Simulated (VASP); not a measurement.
# Ti (P6_3/mmc) in VASP: single point with PBE

Aim: the single point of Ti with PBE.

All numbers are computed with VASP 6.6.1; they aren't measurements. Logs are shortened: lines on timing, memory, paths and dates and some standing lists are left out, and cuts for length are marked.

## Step 1: The cell of the first run

Symmetry: P6_3/mmc, No. 194, hexagonal system. The conventional cell has a = 2.939 Å, b = 2.939 Å, c = 4.650 Å, α = 90.00°, β = 90.00°, γ = 120.00°. Ti (site symmetry -6m2) has 12 Ti at 2.88 to 2.94 Å within 3.8 Å.

## Step 2: Single point, PBE

File INCAR:

```
ALGO = Normal
EDIFF = 1E-6
ENCUT = 520
GGA = PE
ISIF = 2
ISMEAR = 0
LASPH = T
LCHARG = F
LREAL = F
LWAVE = F
NBANDS = 19
NELM = 80
PREC = Accurate
SIGMA = 0.05
```

File KPOINTS:

```
k-points
0
Gamma
  24 24 14
```

File POSCAR:

```
Ti
1.0
    2.9386880123      0.0000000000      0.0000000000
   -1.4693440062      2.5449784725      0.0000000000
    0.0000000000      0.0000000000      4.6499666452
Ti
2
Direct
    0.3333333333      0.6666666667      0.2500000000
    0.6666666667      0.3333333333      0.7500000000
```

Potentials or basis: VASP PAW PBE potentials, release 64 (Ti_sv).

Started as:

```sh
$ cat potpaw_PBE.64/Ti_sv/POTCAR > POTCAR
$ mpirun -np 1 vasp_std > vasp.out
```

OUTCAR:

```text
EDIFF = 1E-6
   ENCUT = 520
   GGA = PE
   ISIF = 2
   ISMEAR = 0
   LASPH = T
   LREAL = F
   NELM = 80
   PREC = Accurate

 ion  position               nearest neighbor table
   1  0.333  0.667  0.250-   2 2.88   2 2.88   2 2.88   2 2.88   2 2.88   2 2.88
   2  0.667  0.333  0.750-   1 2.88   1 2.88   1 2.88   1 2.88   1 2.88   1 2.88

  LATTYP: Found a hexagonal cell.
 ALAT       =     2.9386880123
 C/A-ratio  =     1.5823274283

  Lattice vectors:

 A1 = (   2.9386880123,   0.0000000000,   0.0000000000)
 A2 = (  -1.4693440062,   2.5449784725,   0.0000000000)
 A3 = (   0.0000000000,   0.0000000000,   4.6499666452)

Analysis of symmetry for initial positions (statically):
=====================================================================
 Subroutine PRICEL returns:
 Original cell was already a primitive cell.

 Routine SETGRP: Setting up the symmetry group for a
 hexagonal supercell.

 Subroutine GETGRP returns: Found 24 space group operations
 (whereof 12 operations were pure point group operations)
 out of a pool of 24 trial point group operations.

The static configuration has the point symmetry D_3d.
 The point group associated with its full space group is D_6h.

Analysis of symmetry for dynamics (positions and initial velocities):
=====================================================================
 Subroutine PRICEL returns:
 Original cell was already a primitive cell.

 Routine SETGRP: Setting up the symmetry group for a
 hexagonal supercell.

 Subroutine GETGRP returns: Found 24 space group operations
 (whereof 12 operations were pure point group operations)
 out of a pool of 24 trial point group operations.

The dynamic configuration has the point symmetry D_3d.
 The point group associated with its full space group is D_6h.

 Subroutine INISYM returns: Found 24 space group operations
 (whereof 12 operations are pure point group operations),
 and found     1 'primitive' translations

----------------------------------------------------------------------------------------

                                     Primitive cell

  volume of cell :      34.7766

  direct lattice vectors                    reciprocal lattice vectors
     2.938688012  0.000000000  0.000000000     0.340287909  0.196465316  0.000000000
    -1.469344006  2.544978472  0.000000000     0.000000000  0.392930632  0.000000000
     0.000000000  0.000000000  4.649966645     0.000000000  0.000000000  0.215055306

  length of vectors
     2.938688012  2.938688012  4.649966645     0.392930632  0.392930632  0.215055306

  position of ions in fractional coordinates (direct lattice)
     0.333333333  0.666666667  0.250000000
     0.666666667  0.333333333  0.750000000

  ion indices of the primitive-cell ions
   primitive index   ion index
                 1           1
                 2           2

----------------------------------------------------------------------------------------

 KPOINTS: k-points

Automatic generation of k-mesh.
 Grid dimensions read from file:
 generate k-points for:   24   24   14

 Generating k-lattice:

  Cartesian coordinates                     Fractional coordinates (reciprocal lattice)
     0.014178663  0.008186055  0.000000000     0.041666667  0.000000000  0.000000000
     0.000000000  0.016372110  0.000000000     0.000000000  0.041666667  0.000000000
     0.000000000  0.000000000  0.015361093     0.000000000  0.000000000  0.071428571

  Length of vectors
     0.016372110  0.016372110  0.015361093

  Shift w.r.t. Gamma in fractional coordinates (k-lattice)
     0.000000000  0.000000000  0.000000000

 Subroutine IBZKPT returns following result:
 ===========================================

 Found    488 irreducible k-points:

 Following reciprocal coordinates:
            Coordinates               Weight
  0.000000  0.000000  0.000000      1.000000
  0.041667 -0.000000  0.000000      6.000000
  0.083333 -0.000000  0.000000      6.000000
  0.125000  0.000000  0.000000      6.000000
  0.166667 -0.000000  0.000000      6.000000
  0.208333 -0.000000  0.000000      6.000000
[... 16 lines left out ...]
  0.416667  0.041667  0.000000     12.000000
  0.458333  0.041667  0.000000     12.000000
 [... further k-points ...]
   k-points           NKPTS =    488   k-points in BZ     NKDIM =    488   number of bands    NBANDS=     19
   number of dos      NEDOS =    301   number of ions     NIONS =      2
   total plane-waves  NPLWV =  20736
   dimension x,y,z NGX =    24 NGY =   24 NGZ =   36
   dimension x,y,z NGXF=    48 NGYF=   48 NGZF=   72
   ions per type =               2
   NGX,Y,Z   is equivalent  to a cutoff of  13.58, 13.58, 12.87 a.u.
   NGXF,Y,Z  is equivalent  to a cutoff of  27.15, 27.15, 25.74 a.u.
 SYSTEM =  unknown system
   PREC   = accura    normal or accurate (medium, high low for compatibility)
   ISTART =      0    job   : 0-new  1-cont  2-samecut
   ICHARG =      2    charge: 1-file 2-atom 10-const
   ISPIN  =      1    spin polarized calculation?
   LNONCOLLINEAR =      F non collinear calculations
   LSORBIT =      F    spin-orbit coupling
   LASPH  =      T    aspherical Exc in radial PAW
   ENCUT  =  520.0 eV  38.22 Ry    6.18 a.u.   5.46  5.46  8.65*2*pi/ulx,y,z
   NELM   =     80;   NELMIN=  2; NELMDL= -5     # of ELM steps
   EDIFF  = 0.1E-05   stopping-criterion for ELM
   LREAL  =      F    real-space projection
   EDIFFG = 0.1E-04   stopping-criterion for IOM
   NSW    =      0    number of steps for IOM
   IBRION =     -1    ionic relax: 0-MD 1-quasi-New 2-CG
   NFREE  =      0    steps in history (QN), initial steepest desc. (CG)
   ISIF   =      2    stress and relaxation
   ISYM   =      2    0-nonsym 1-usesym 2-fastsym
   POTIM  = 0.5000    time-step for ionic-motion
   TEBEG  =    0.0;   TEEND  =   0.0 temperature during run
   PSTRESS=    0.0 pullay stress
   NELECT =      24.0000    total number of electrons
   NUPDOWN=      -1.0000    fix difference up-down
   EMIN   =  10.00;   EMAX   =-10.00  energy-range for DOS
   EFERMI =   0.00;   METHOD = LEGACY
   ISMEAR =     0;   SIGMA  =   0.05  broadening in eV -4-tet -1-fermi 0-gaus
   EFERMI_NEDOS =   21; number of points for ismear=-14 and -15
   IALGO  =     38    algorithm
   IMIX   =      4    mixing-type and parameters
     AMIX     =   0.40;   BMIX     =  1.00
     AMIX_MAG =   1.60;   BMIX_MAG =  1.00
  volume/ion in A,a.u.               =      17.39       117.34
  Fermi-wavevector in a.u.,A,eV,Ry     =   1.446714  2.733894 28.476752  2.092982
  Thomas-Fermi vector in A             =   2.564751
   LORBIT       =      0    0 simple, 1 ext, 2 COOP (PROOUT), +10 PAW based schemes
   GGA     = PE    functional components
   LHFCALC =     F    Hartree Fock is set to
   AEXX    =    0.0000 exact exchange contribution
   IVDW    =     0    specifies the selected vdW correction
   LEPSILON=     F    determine dielectric tensor
   LRPA    =     F    only Hartree local field effects (RPA)
 non-spin polarized calculation
 Gauss-broadening in eV      SIGMA  =   0.05
  energy-cutoff  :      520.00
  volume of cell :       34.78
 maximum number of plane-waves:       965
 NGX is ok and might be reduce to    24
   NGX = 11   NGY = 11   NGZ = 17

 number of electron      24.0000002 magnetization

 Free energy of the ion-electron system (eV)
  ---------------------------------------------------
  ext. energy  EPLUGINS =         0.00000000
  ---------------------------------------------------
  free energy    TOTEN  =       -15.67363982 eV

  energy without entropy =      -15.67140604  energy(sigma->0) =      -15.67252293

 E-fermi :   8.3360     XC(G=0): -11.4922

 val. band max:        8.3345802302   @ k =   0.3750   0.2500   0.3571
 cond. band min:       8.3366362641   @ k =   0.2917   0.2917   0.3571
 fundamental gap:      0.0020560339
 Fermi energy:         8.3360360370

 k-point     1 :       0.0000    0.0000    0.0000
  band No.  band energies     occupation
      1     -48.5411      2.00000
      2     -48.4046      2.00000
      3     -25.1297      2.00000
      4     -24.4866      2.00000
      5     -24.4866      2.00000
      6     -24.4233      2.00000
[... 11 lines left out ...]
     18       9.9385      0.00000
     19      11.4679      0.00000

 k-point     2 :       0.0417   -0.0000    0.0000
  band No.  band energies     occupation
      1     -48.5394      2.00000
      2     -48.4039      2.00000
      3     -25.1259      2.00000
      4     -24.4944      2.00000
      5     -24.4892      2.00000
      6     -24.4249      2.00000
[... 11 lines left out ...]
     18       9.9104      0.00000
     19      11.4833      0.00000

 k-point     3 :       0.0833   -0.0000    0.0000
  band No.  band energies     occupation
      1     -48.5343      2.00000
      2     -48.4020      2.00000
      3     -25.1145      2.00000
      4     -24.5174      2.00000
      5     -24.4969      2.00000
      6     -24.4297      2.00000
[... 11 lines left out ...]
     18       9.8317      0.00000
     19      11.5249      0.00000

 k-point     4 :       0.1250    0.0000    0.0000
  band No.  band energies     occupation
      1     -48.5262      2.00000
      2     -48.3989      2.00000
      3     -25.0961      2.00000
      4     -24.5541      2.00000
      5     -24.5089      2.00000
      6     -24.4555      2.00000
[... 11 lines left out ...]
     18       9.8636      0.00000
     19      11.5821      0.00000

 k-point     5 :       0.1667   -0.0000    0.0000
  band No.  band energies     occupation
      1     -48.5155      2.00000
      2     -48.3951      2.00000
      3     -25.0713      2.00000
      4     -24.6022      2.00000
      5     -24.5243      2.00000
      6     -24.5039      2.00000
[... 11 lines left out ...]
     18      10.0616      0.00000
     19      11.6444      0.00000

 k-point     6 :       0.2083   -0.0000    0.0000
  band No.  band energies     occupation
      1     -48.5027      2.00000
      2     -48.3909      2.00000
      3     -25.0409      2.00000
      4     -24.6585      2.00000
      5     -24.5592      2.00000
      6     -24.5417      2.00000
[... 11 lines left out ...]
     18      10.3014      0.00000
     19      11.7040      0.00000

 k-point     7 :       0.2500    0.0000    0.0000
  band No.  band energies     occupation
      1     -48.4885      2.00000
      2     -48.3869      2.00000
      3     -25.0062      2.00000
      4     -24.7192      2.00000
      5     -24.6173      2.00000
      6     -24.5601      2.00000
[... 11 lines left out ...]
     18      10.5717      0.00000
     19      11.7564      0.00000

 k-point     8 :       0.2917    0.0000    0.0000
  band No.  band energies     occupation
      1     -48.4737      2.00000
      2     -48.3833      2.00000
      3     -24.9685      2.00000
      4     -24.7802      2.00000
      5     -24.6743      2.00000
      6     -24.5781      2.00000
[... 256 lines left out ...]
 k-point    20 :       0.2917    0.0417    0.0000
  band No.  band energies     occupation
      1     -48.4656      2.00000
      2     -48.3818      2.00000
      3     -24.9469      2.00000
      4     -24.8085      2.00000
      5     -24.7048      2.00000
      6     -24.5874      2.00000
[... 11 lines left out ...]
     18      11.0992      0.00000
     19      11.8070      0.00000

 k-point    21 :       0.3333    0.0417    0.0000
  band No.  band energies     occupation
      1     -48.4516      2.00000
      2     -48.3798      2.00000
      3     -24.9084      2.00000
      4     -24.8615      2.00000
      5     -24.7511      2.00000
      6     -24.6043      2.00000
[... 11 lines left out ...]
     18      11.4249      0.00000
     19      11.8352      0.00000

 k-point    22 :       0.3750    0.0417    0.0000
  band No.  band energies     occupation
      1     -48.4393      2.00000
      2     -48.3792      2.00000
      3     -24.9047      2.00000
      4     -24.8723      2.00000
      5     -24.7886      2.00000
      6     -24.6177      2.00000
[... 11 lines left out ...]
     18      11.7774      0.00000
     19      11.8551      0.00000

 k-point    23 :       0.4167    0.0417    0.0000
  band No.  band energies     occupation
      1     -48.4298      2.00000
      2     -48.3795      2.00000
      3     -24.9353      2.00000
      4     -24.8426      2.00000
      5     -24.8150      2.00000
      6     -24.6271      2.00000
[... 11 lines left out ...]
     18      11.8678      0.00000
     19      12.1890      0.00000

 k-point    24 :       0.4583    0.0417    0.0000
  band No.  band energies     occupation
      1     -48.4245      2.00000
      2     -48.3800      2.00000
      3     -24.9511      2.00000
      4     -24.8286      2.00000
      5     -24.8250      2.00000
      6     -24.6319      2.00000
[... 11 lines left out ...]
     18      11.8739      0.00000
     19      12.6062      0.00000

 [... further k-points ...]
[... 5 lines left out ...]
  --------------------------------------------------------------------------------------
  -------------------------------------------------------------------------------------
  Total       -0.0508274     -0.0508274     -0.0525562      0.0000000     -0.0000000      0.0000000
  in kB       -2.3416427     -2.3416427     -2.4212935      0.0000000     -0.0000000      0.0000000
  external PRESSURE =      -2.3681930 kB  Pullay stress =       0.0000000 kB

 VOLUME and BASIS-vectors are now :
 -----------------------------------------------------------------------------
  energy-cutoff  :      520.00
  volume of cell :       34.78
      direct lattice vectors                 reciprocal lattice vectors
     2.938688012  0.000000000  0.000000000     0.340287909  0.196465316  0.000000000
    -1.469344006  2.544978472  0.000000000     0.000000000  0.392930632  0.000000000
     0.000000000  0.000000000  4.649966645     0.000000000  0.000000000  0.215055306

 POSITION                                       TOTAL-FORCE (eV/Angst)
 -----------------------------------------------------------------------------------
     -0.00000      1.69665      1.16249        -0.000000      0.000000      0.000000
      1.46934      0.84833      3.48747         0.000000     -0.000000      0.000000
 -----------------------------------------------------------------------------------
    total drift:                               -0.000000      0.000000     -0.000000

  FREE ENERGIE OF THE ION-ELECTRON SYSTEM (eV)
  ---------------------------------------------------
  free  energy   TOTEN  =       -15.6736398208 eV

  energy  without entropy=      -15.6714060424  energy(sigma->0) =      -15.67252293
```

Wall time 4.5 min (1 thread of AMD EPYC 7R43 (Zen 3), shared host); peak memory 0.32 GiB.

Results:

```
Free energy            : -15.6736 eV
Pressure               : -0.2 GPa
Band gap on the k mesh : zero (band 12 reaches 9.10 eV, above the bottom of band 13 at 7.95 eV)
```
